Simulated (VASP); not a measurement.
# InAs: single point with PBE

Crystal: InAs.

```
In As
1.0
     0.00000    2.96902    2.96902
     2.96902    0.00000    2.96902
     2.96902    2.96902    0.00000
In As
1 1
Direct
  0.00000 0.00000 0.00000
  0.75000 0.75000 0.75000
```

```json
{"Program": "VASP 6.6.1", "Task": "single point", "Functional": "PBE", "Potentials or basis": "VASP PAW PBE potentials, release 64 (In_d, As)", "Cutoff": "520 eV", "k mesh": "12 × 12 × 12", "Occupations": "fermi-dirac, width 0.15 eV", "Spin": "no spin polarisation"}
```

```
Pressure : 8.1 GPa
```

Levels at points of the mesh, in eV from the Fermi level:
```tsv
k point	band 6	band 7	band 8	band 9	band 10	band 11	band 12	band 13
(0.00, 0.00, 0.00)	-12.67	-0.44	-0.44	-0.44	-0.36	3.48	3.48	3.48
(0.50, 0.00, 0.00)	-11.02	-6.50	-1.51	-1.51	0.63	4.26	4.26	6.47
(0.50, 0.50, 0.00)	-10.42	-6.52	-2.96	-2.96	1.01	1.62	9.10	9.21
```

Wall time 41 s on 1 thread of Intel(R) Xeon(R) Platinum 8375C CPU @ 2.90GHz (Ice Lake), with other jobs on the host, peak memory 0.21 GiB.

Caveat: spin-orbit coupling is left out, which moves the levels of the heavy elements.
